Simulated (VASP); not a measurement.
Input of a VASP 6.6.1 run:

File INCAR:

```
PREC = Accurate
ENCUT = 520
EDIFF = 1E-6
ISMEAR = 1
SIGMA = 0.05
LREAL = F
LASPH = T
NELM = 60
ALGO = Normal
ISIF = 2
LWAVE = F
LCHARG = F
NBANDS = 11
```

File KPOINTS:

```
regular mesh
0
Gamma
  10 10 10
```

File POSCAR:

```
C
1.0
    1.2225257808      0.7058239295      3.3320088150
   -1.2225257808      0.7058239295      3.3320088150
    0.0000000000     -1.4116528365      3.3320077605
C
2
Direct
    0.8333742348      0.8333742348      0.8333742348
    0.1666257652      0.1666257652      0.1666257652
```

Potentials or basis: VASP PAW LDA potentials, release 64 (C).

Launch:

```sh
$ cat potpaw_LDA.64/C/POTCAR > POTCAR
$ mpirun -np 1 vasp_std > vasp.out
```

What does it give for the pressure?

0.7 GPa.

Predict the band gap on the k mesh.

1.16 eV, direct.

Stress tensor (GPa, compression positive):
```
1.10 0.00 0.00
0.00 1.10 0.00
0.00 0.00 0.04
```

A k mesh can miss the band edges.
